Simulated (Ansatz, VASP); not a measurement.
AgBr in VASP and in Ansatz

```
Ag Br
1.0
     0.00000    2.92403    2.92403
     2.92403    0.00000    2.92403
     2.92403    2.92403    0.00000
Ag Br
1 1
Direct
  0.50000 0.50000 0.50000
  0.00000 0.00000 0.00000
```

Change from the starting cell: volume scaled by 1.04.

Alike in both runs: task single point; functional LDA; k mesh 7 × 7 × 7; occupations fermi-dirac, width 0.03 eV; no spin polarisation.

```csv
,VASP,Ansatz
version,VASP 6.6.1,Ansatz 0.2.0
potentials or method,"VASP PAW LDA potentials, release 64 (Ag, Br), cutoff 500 eV","all-electron LAPW, scalar-relativistic"
```

VASP gave:

- pressure (GPa): -6.0

Problem. What did Ansatz give for the same quantities?

Solution. Pressure (GPa): -6.1.

LDA's correlation is that of Perdew and Zunger in VASP and of Perdew and Wang (1992) in Ansatz. Ansatz ran all-electron here, and VASP with PAW potentials.
